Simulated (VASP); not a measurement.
Write the native input for VASP 6.6.1 that does the following.

```
Task                   : single point
Functional             : LDA
Potentials or basis    : VASP PAW LDA potentials, release 64 (Ir)
Cutoff                 : 520 eV
k mesh                 : 14 × 14 × 8
Occupations            : fermi-dirac, width 0.05 eV
Spin                   : no spin polarisation
Dipole correction      : no
Further INCAR settings : ALGO = Normal; EDIFF = 1e-07; NBANDS = 16
```

The structure of Ir lies in POSCAR:

```
Ir
1.0
    2.7513800000      0.0000000000      0.0000000000
   -1.3756900000      2.3827600000      0.0000000000
    0.0000000000      0.0000000000      4.4622900000
Ir
2
Direct
    0.6666666667      0.3333333333      0.7500000000
    0.3333333333      0.6666666667      0.2500000000
```

One way to write it, as run:

INCAR

```
SYSTEM = Ir
ALGO     = Normal         ! electronic algorithm
EDIFF    = 1E-7           ! SCF threshold, eV
ENCUT    = 520            ! plane-wave cutoff, eV
GGA      = CA             ! functional
ISIF     = 2              ! what is computed and relaxed
ISMEAR   = -1             ! smearing method
LASPH    = .True.         ! aspherical terms in the spheres
LCHARG   = .True.         ! write CHGCAR
LELF     = .True.         ! ELF
LREAL    = .False.        ! projectors in reciprocal space
LVHAR    = .True.       
LWAVE    = .False.        ! write WAVECAR
NBANDS   = 16             ! bands
NELM     = 80             ! most SCF steps
PREC     = Accurate       ! precision mode
SIGMA    = 0.05           ! smearing width, eV
```

KPOINTS

```
k-points
0
Gamma
  14 14 8
  0 0 0
```

Potentials or basis: VASP PAW LDA potentials, release 64 (Ir).

The run is started by

```bash
$ cat potpaw_LDA.64/Ir/POTCAR > POTCAR
$ mpirun -np 1 vasp_std > vasp.out
```

Results of the run:

```json
{
 "Pressure": "-15.8 GPa",
 "Band gap on the k mesh": "zero (band 9 reaches 10.76 eV, above the bottom of band 10 at 7.60 eV)"
}
```

Caveat: spin-orbit coupling is left out, which moves the levels of the heavy elements.

Run time: 34 s on 1 thread of Intel(R) Xeon(R) Platinum 8259CL CPU @ 2.50GHz (Skylake/Cascade Lake), on a shared host, peak memory 0.16 GiB.
